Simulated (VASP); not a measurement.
# C in VASP: a series of runs

Runs on C. Level: PBE. Tasks: single point, relaxation of cell and atoms.

Everything below comes from runs of VASP 6.6.1. Logs are shortened: lines on timing, memory, paths and dates and some standing lists are left out, and cuts for length are marked.

### 1 The cell of the first run

The typed cell holds 8 atoms: a = 3.574 Å, b = 3.573 Å, c = 4.336 Å, α = 90.02°, β = 89.98°, γ = 90.02°.

### 2 Single point, PBE

INCAR reads:

```
ALGO = Normal ; EDIFF = 1E-7
ENCUT = 520 ; GGA = PE
ISIF = 2 ; ISMEAR = 0
LASPH = True ; LCHARG = True
LELF = True ; LREAL = False
LVHAR = True ; LWAVE = False
NBANDS = 26 ; NELM = 60
PREC = Accurate ; SIGMA = 0.1
```

KPOINTS reads:

```
k-points
0
Gamma
  4 4 4
```

POSCAR reads:

```
C
1.0
    3.5740932868     -0.0004947859      0.0006852050
   -0.0004852159      3.5734079163     -0.0005453508
    0.0008443395     -0.0006867834      4.3355388725
C
8
Direct
    0.7849393532      0.4999625616      0.1815739852
    0.5000794674      0.7850710994      0.6816660528
    0.5000372375      0.2150712609      0.6815836582
    0.7850579583      0.5000833622      0.8183479911
    0.2150512572      0.5000424086      0.8184255892
    0.2149325982      0.4999191090      0.1816535097
    0.4999702621      0.7849256093      0.3184170019
    0.4999318660      0.2149245892      0.3183322119
```

Potentials or basis: VASP PAW PBE potentials, release 64 (C).

On the command line:

```
$ cat potpaw_PBE.64/C/POTCAR > POTCAR
$ mpirun -np 1 vasp_std > vasp.out
```

OUTCAR:

```text
EDIFF = 1E-7
   ENCUT = 520
   GGA = PE
   ISIF = 2
   ISMEAR = 0
   LASPH = True
   LREAL = False
   NELM = 60
   PREC = Accurate

 ion  position               nearest neighbor table
   1  0.785  0.500  0.182-   6 1.54   7 1.56   8 1.56   4 1.57   6 2.04
   2  0.500  0.785  0.682-   3 1.54   5 1.56   4 1.56   7 1.57   3 2.04
   3  0.500  0.215  0.682-   2 1.54   4 1.56   5 1.56   8 1.57   2 2.04
   4  0.785  0.500  0.818-   5 1.54   3 1.56   2 1.56   1 1.57   5 2.04
   5  0.215  0.500  0.818-   4 1.54   2 1.56   3 1.56   6 1.57   4 2.04
   6  0.215  0.500  0.182-   1 1.54   7 1.56   8 1.56   5 1.57   1 2.04
   7  0.500  0.785  0.318-   8 1.54   1 1.56   6 1.56   2 1.57   8 2.04
   8  0.500  0.215  0.318-   7 1.54   1 1.56   6 1.56   3 1.57   7 2.04

  LATTYP: Found a triclinic cell.
 ALAT       =     3.5740933867
 B/A-ratio  =     1.4138840490
 C/A-ratio  =     1.2130458105
 COS(alpha) =     0.0000533965
 COS(beta)  =     0.0003864847
 COS(gamma) =     0.7070776434

  Lattice vectors:

 A1 = (   3.5740932868,  -0.0004947859,   0.0006852050)
 A2 = (   3.5736080709,   3.5729131304,   0.0001398542)
 A3 = (   0.0008443395,  -0.0006867834,   4.3355388725)

Analysis of symmetry for initial positions (statically):
=====================================================================
 Subroutine PRICEL returns:
 Original cell was already a primitive cell.

 Routine SETGRP: Setting up the symmetry group for a
 triclinic supercell.

 Subroutine GETGRP returns: Found  1 space group operations
 (whereof  1 operations were pure point group operations)
 out of a pool of  2 trial point group operations.

The static configuration has the point symmetry C_1 .

Analysis of symmetry for dynamics (positions and initial velocities):
=====================================================================
 Subroutine PRICEL returns:
 Original cell was already a primitive cell.

 Routine SETGRP: Setting up the symmetry group for a
 triclinic supercell.

 Subroutine GETGRP returns: Found  1 space group operations
 (whereof  1 operations were pure point group operations)
 out of a pool of  2 trial point group operations.

The dynamic configuration has the point symmetry C_1 .

 Subroutine INISYM returns: Found  1 space group operations
 (whereof  1 operations are pure point group operations),
 and found     1 'primitive' translations

----------------------------------------------------------------------------------------

                                     Primitive cell

  volume of cell :      55.3722

  direct lattice vectors                    reciprocal lattice vectors
     3.574093287 -0.000494786  0.000685205     0.279791258  0.000037983 -0.000054483
    -0.000485216  3.573407916 -0.000545351     0.000038732  0.279844917  0.000044322
     0.000844340 -0.000686783  4.335538872    -0.000044214  0.000035195  0.230651850

  length of vectors
     3.574093387  3.573407991  4.335539009     0.279791266  0.279844924  0.230651857

  position of ions in fractional coordinates (direct lattice)
     0.784939353  0.499962562  0.181573985
     0.500079467  0.785071099  0.681666053
     0.500037238  0.215071261  0.681583658
     0.785057958  0.500083362  0.818347991
     0.215051257  0.500042409  0.818425589
     0.214932598  0.499919109  0.181653510
     0.499970262  0.784925609  0.318417002
     0.499931866  0.214924589  0.318332212

  ion indices of the primitive-cell ions
   primitive index   ion index
                 1           1
                 2           2
                 3           3
                 4           4
                 5           5
                 6           6
                 7           7
                 8           8

----------------------------------------------------------------------------------------

 KPOINTS: k-points

Automatic generation of k-mesh.
 Grid dimensions read from file:
 generate k-points for:    4    4    4

 Generating k-lattice:

  Cartesian coordinates                     Fractional coordinates (reciprocal lattice)
     0.069947814  0.000009496 -0.000013621     0.250000000 -0.000000000  0.000000000
     0.000009683  0.069961229  0.000011081    -0.000000000  0.250000000  0.000000000
    -0.000011054  0.000008799  0.057662962     0.000000000  0.000000000  0.250000000

  Length of vectors
     0.069947816  0.069961231  0.057662964

  Shift w.r.t. Gamma in fractional coordinates (k-lattice)
     0.000000000  0.000000000  0.000000000

 Subroutine IBZKPT returns following result:
 ===========================================

 Found     36 irreducible k-points:

 Following reciprocal coordinates:
            Coordinates               Weight
  0.000000  0.000000  0.000000      1.000000
  0.250000 -0.000000  0.000000      2.000000
  0.500000 -0.000000  0.000000      1.000000
  0.000000  0.250000 -0.000000      2.000000
  0.250000  0.250000 -0.000000      2.000000
  0.500000  0.250000 -0.000000      2.000000
[... 16 lines left out ...]
  0.000000 -0.250000  0.250000      2.000000
  0.250000 -0.250000  0.250000      2.000000
 [... further k-points ...]
   k-points           NKPTS =     36   k-points in BZ     NKDIM =     36   number of bands    NBANDS=     26
   number of dos      NEDOS =    301   number of ions     NIONS =      8
   total plane-waves  NPLWV =  25088
   dimension x,y,z NGX =    28 NGY =   28 NGZ =   32
   dimension x,y,z NGXF=    56 NGYF=   56 NGZF=   64
   ions per type =               8
   NGX,Y,Z   is equivalent  to a cutoff of  13.02, 13.03, 12.27 a.u.
   NGXF,Y,Z  is equivalent  to a cutoff of  26.05, 26.05, 24.54 a.u.
 SYSTEM =  unknown system
   PREC   = accura    normal or accurate (medium, high low for compatibility)
   ISTART =      0    job   : 0-new  1-cont  2-samecut
   ICHARG =      2    charge: 1-file 2-atom 10-const
   ISPIN  =      1    spin polarized calculation?
   LNONCOLLINEAR =      F non collinear calculations
   LSORBIT =      F    spin-orbit coupling
   LASPH  =      T    aspherical Exc in radial PAW
   ENCUT  =  520.0 eV  38.22 Ry    6.18 a.u.   6.65  6.64  8.06*2*pi/ulx,y,z
   NELM   =     60;   NELMIN=  2; NELMDL= -5     # of ELM steps
   EDIFF  = 0.1E-06   stopping-criterion for ELM
   LREAL  =      F    real-space projection
   EDIFFG = 0.1E-05   stopping-criterion for IOM
   NSW    =      0    number of steps for IOM
   IBRION =     -1    ionic relax: 0-MD 1-quasi-New 2-CG
   NFREE  =      0    steps in history (QN), initial steepest desc. (CG)
   ISIF   =      2    stress and relaxation
   ISYM   =      2    0-nonsym 1-usesym 2-fastsym
   POTIM  = 0.5000    time-step for ionic-motion
   TEBEG  =    0.0;   TEEND  =   0.0 temperature during run
   PSTRESS=    0.0 pullay stress
   NELECT =      32.0000    total number of electrons
   NUPDOWN=      -1.0000    fix difference up-down
   EMIN   =  10.00;   EMAX   =-10.00  energy-range for DOS
   EFERMI =   0.00;   METHOD = LEGACY
   ISMEAR =     0;   SIGMA  =   0.10  broadening in eV -4-tet -1-fermi 0-gaus
   EFERMI_NEDOS =   21; number of points for ismear=-14 and -15
   IALGO  =     38    algorithm
   IMIX   =      4    mixing-type and parameters
     AMIX     =   0.40;   BMIX     =  1.00
     AMIX_MAG =   1.60;   BMIX_MAG =  1.00
  volume/ion in A,a.u.               =       6.92        46.71
  Fermi-wavevector in a.u.,A,eV,Ry     =   1.363623  2.576874 25.299593  1.859468
  Thomas-Fermi vector in A             =   2.490010
   LORBIT       =      0    0 simple, 1 ext, 2 COOP (PROOUT), +10 PAW based schemes
   GGA     = PE    functional components
   LHFCALC =     F    Hartree Fock is set to
   AEXX    =    0.0000 exact exchange contribution
   IVDW    =     0    specifies the selected vdW correction
   LEPSILON=     F    determine dielectric tensor
   LRPA    =     F    only Hartree local field effects (RPA)
 non-spin polarized calculation
 Gauss-broadening in eV      SIGMA  =   0.10
  energy-cutoff  :      520.00
  volume of cell :       55.37
 maximum number of plane-waves:      1505
 NGX is ok and might be reduce to    28
   NGX = 13   NGY = 13   NGZ = 17

 number of electron      31.9999995 magnetization

 Free energy of the ion-electron system (eV)
  ---------------------------------------------------
  ext. energy  EPLUGINS =         0.00000000
  ---------------------------------------------------
  free energy    TOTEN  =       -67.85791773 eV

  energy without entropy =      -67.85791773  energy(sigma->0) =      -67.85791773

 E-fermi :   7.2318     XC(G=0): -11.7577

 val. band max:        6.7895720730   @ k =   0.0000   0.0000   0.0000
 cond. band min:       8.5098666844   @ k =   0.5000   0.5000  -0.0000
 fundamental gap:      1.7202946114
 Fermi energy:         7.2317734509

 k-point     1 :       0.0000    0.0000    0.0000
  band No.  band energies     occupation
      1     -13.8254      2.00000
      2      -8.8196      2.00000
      3      -8.2564      2.00000
      4      -4.7463      2.00000
      5      -3.6708      2.00000
      6      -3.6667      2.00000
[... 18 lines left out ...]
     25      19.5843      0.00000
     26      19.6813      0.00000

 k-point     2 :       0.2500   -0.0000    0.0000
  band No.  band energies     occupation
      1     -13.4428      2.00000
      2      -8.7786      2.00000
      3      -8.5289      2.00000
      4      -6.3772      2.00000
      5      -3.2998      2.00000
      6      -3.0072      2.00000
[... 18 lines left out ...]
     25      17.5965      0.00000
     26      18.4261      0.00000

 k-point     3 :       0.5000   -0.0000    0.0000
  band No.  band energies     occupation
      1     -12.8889      2.00000
      2      -9.7802      2.00000
      3      -8.1519      2.00000
      4      -6.6762      2.00000
      5      -3.9278      2.00000
      6      -2.7970      2.00000
[... 572 lines left out ...]
 k-point    23 :       0.0000   -0.2500    0.2500
  band No.  band energies     occupation
      1     -13.0812      2.00000
      2     -10.3638      2.00000
      3      -7.8429      2.00000
      4      -5.6247      2.00000
      5      -3.8252      2.00000
      6      -2.9860      2.00000
[... 18 lines left out ...]
     25      17.8715      0.00000
     26      17.9026      0.00000

 k-point    24 :       0.2500   -0.2500    0.2500
  band No.  band energies     occupation
      1     -12.6852      2.00000
      2     -10.0765      2.00000
      3      -7.8105      2.00000
      4      -7.3868      2.00000
      5      -3.6846      2.00000
      6      -3.3747      2.00000
[... 18 lines left out ...]
     25      16.9166      0.00000
     26      17.3256      0.00000

 [... further k-points ...]
[... 5 lines left out ...]
  --------------------------------------------------------------------------------------
  -------------------------------------------------------------------------------------
  Total        0.1590767      0.2149416      0.1381114      0.0135013      0.0198017     -0.0298932
  in kB        4.6028373      6.2192723      3.9962131      0.3906571      0.5729572     -0.8649513
  external PRESSURE =       4.9394409 kB  Pullay stress =       0.0000000 kB

 VOLUME and BASIS-vectors are now :
 -----------------------------------------------------------------------------
  energy-cutoff  :      520.00
  volume of cell :       55.37
      direct lattice vectors                 reciprocal lattice vectors
     3.574093287 -0.000494786  0.000685205     0.279791258  0.000037983 -0.000054483
    -0.000485216  3.573407916 -0.000545351     0.000038732  0.279844917  0.000044322
     0.000844340 -0.000686783  4.335538872    -0.000044214  0.000035195  0.230651850

 POSITION                                       TOTAL-FORCE (eV/Angst)
 -----------------------------------------------------------------------------------
      2.80536      1.78606      0.78749         0.014600      0.000171      0.008785
      1.78753      2.80466      2.95530        -0.000455      0.013398      0.006587
      1.78765      0.76782      2.95526        -0.000984     -0.015663      0.007101
      2.80632      1.78605      3.54824         0.015052      0.000035     -0.008924
      0.76906      1.78619      3.54819        -0.013461     -0.000799     -0.008840
      0.76810      1.78618      0.78744        -0.013875     -0.000304      0.008808
      1.78683      2.80439      1.38042         0.000112      0.015963     -0.007193
      1.78697      0.76755      1.38037        -0.000990     -0.012803     -0.006323
 -----------------------------------------------------------------------------------
    total drift:                               -0.000001     -0.000000      0.000001

  FREE ENERGIE OF THE ION-ELECTRON SYSTEM (eV)
  ---------------------------------------------------
  free  energy   TOTEN  =       -67.8579177269 eV

  energy  without entropy=      -67.8579177269  energy(sigma->0) =      -67.85791773
```

Run time: 41 s. Hardware: 1 thread of Intel Xeon 6975P-C, shared host; peak memory 0.17 GiB.

What came out:

```yaml
Free_energy: -67.8579 eV
Pressure: 0.5 GPa
Largest_force: 0.018 eV/Å
Band_gap_on_the_k_mesh: 1.72 eV, indirect (least direct gap 2.22 eV)
```

Forces on the atoms (eV/Å):
```
C    0.015  0.000  0.009
C    0.000  0.013  0.007
C   -0.001 -0.016  0.007
C    0.015  0.000 -0.009
C   -0.013 -0.001 -0.009
C   -0.014  0.000  0.009
C    0.000  0.016 -0.007
C   -0.001 -0.013 -0.006
```

Stress tensor (GPa, compression positive):
```
 0.46  0.04 -0.09
 0.04  0.62  0.06
-0.09  0.06  0.40
```

Caveat: the k points lie up to 0.44 Å⁻¹ apart. A k mesh can miss the band edges.

### 3 Relaxation of cell and atoms, PBE

This run uses another cell than the first one, of 6.47 Å³/atom, 0.935 times its volume.

INCAR reads:

```
SYSTEM = C
PREC = Accurate ; ENCUT = 600
EDIFF = 1E-7 ; ISMEAR = 0
SIGMA = 0.1 ; LREAL = .FALSE.
LASPH = .TRUE. ; NELM = 80
ALGO = Normal ; ISIF = 3
LWAVE = .FALSE. ; LCHARG = .FALSE.
GGA = PE ; IBRION = 2
NSW = 90 ; EDIFFG = -0.04
```

KPOINTS reads:

```
regular mesh
0
G
  6 6 4
  0 0 0
```

POSCAR reads:

```
C
1.0
    3.4734310300      0.0000000000      0.0000000000
    0.0000000000      3.4734310300      0.0000000000
    0.0000000000      0.0000000000      4.2900539000
C
8
Direct
    0.7819384900      0.5000000000      0.1809069100
    0.5000000000      0.7819384900      0.6809069100
    0.5000000000      0.2180615100      0.6809069100
    0.7819384900      0.5000000000      0.8190930900
    0.2180615100      0.5000000000      0.8190930900
    0.2180615100      0.5000000000      0.1809069100
    0.5000000000      0.7819384900      0.3190930900
    0.5000000000      0.2180615100      0.3190930900
```

Potentials or basis: VASP PAW PBE potentials, release 64 (C).

On the command line:

```
$ cat potpaw_PBE.64/C/POTCAR > POTCAR
$ mpirun -np 1 vasp_std > vasp.out
```

Wall time 2.7 min (1 thread of Intel Xeon 6975P-C, shared host); peak memory 0.18 GiB.

The run converged. Its results:

| Property | Result |
| --- | --- |
| Free energy | -67.8776 eV |
| Relaxed volume | 6.93 Å³/atom |
| Relaxed cell | a = 3.573 Å, b = 3.573 Å, c = 4.339 Å, α = 90.00°, β = 90.00°, γ = 90.00° |
| Space group after relaxing (to 0.05 Å) | P4_2/mmc (No. 131) |
| Energy gained by relaxing | 47.5 meV/atom |
| Ionic steps | 9 |
| Pressure after relaxing | 0.0 GPa |
| Largest force after relaxing | 0.016 eV/Å |
| Band gap on the k mesh | 1.72 eV, indirect (least direct gap 2.23 eV) |

Forces on the atoms (eV/Å):
```
C    0.014  0.000  0.007
C    0.000  0.014  0.007
C    0.000 -0.014  0.007
C    0.014  0.000 -0.007
C   -0.014  0.000 -0.007
C   -0.014  0.000  0.007
C    0.000  0.014 -0.007
C    0.000 -0.014 -0.007
```

Stress tensor (GPa, compression positive):
```
 0.29  0.00  0.00
 0.00  0.29  0.00
 0.00  0.00 -0.45
```

The path:
```
step  energy change (eV)  largest force (eV/Å)  pressure (GPa)  volume (Å³)
   1              0.0000                1.3059           27.43        51.76
   2              1.0105                4.0572          -22.55        60.49
   3             -0.3067                1.0233            6.50        54.32
   4             -0.3077                0.9420            7.32        54.20
   5             -0.1893                1.0911          -12.86        58.02
   6             -0.3790                0.0912           -1.11        55.58
   7             -0.3790                0.1007           -0.93        55.55
   8             -0.3785                0.1544            1.23        55.24
   9             -0.3804                0.0156            0.04        55.41
```

Final structure:
```
C
1.0
     3.57336    0.00000    0.00000
     0.00000    3.57336    0.00000
     0.00000    0.00000    4.33908
C
8
Direct
  0.78489 0.50000 0.18153
  0.50000 0.78489 0.68153
  0.50000 0.21511 0.68153
  0.78489 0.50000 0.81847
  0.21511 0.50000 0.81847
  0.21511 0.50000 0.18153
  0.50000 0.78489 0.31847
  0.50000 0.21511 0.31847
```

Levels at points of the mesh, in eV from the valence-band top:
```tsv
k point	band 13	band 14	band 15	band 16	band 17	band 18	band 19	band 20
(0.00, 0.00, 0.00)	-4.19	-3.48	-3.16	0.00	5.56	5.56	5.73	6.39
(0.50, 0.00, 0.00)	-2.96	-2.29	-2.05	-1.48	3.37	5.76	5.92	6.09
(0.50, 0.50, 0.00)	-2.41	-0.56	-0.56	-0.51	1.72	6.49	6.52	6.82
(0.00, 0.00, 0.50)	-1.88	-1.88	-1.88	-1.88	5.34	5.34	6.16	6.16
(0.50, 0.00, 0.50)	-3.93	-3.34	-2.30	-1.20	4.74	5.29	5.91	6.33
(0.50, 0.50, 0.50)	-2.01	-2.01	-1.94	-1.94	5.99	5.99	6.43	6.43
```

A k mesh can miss the band edges.
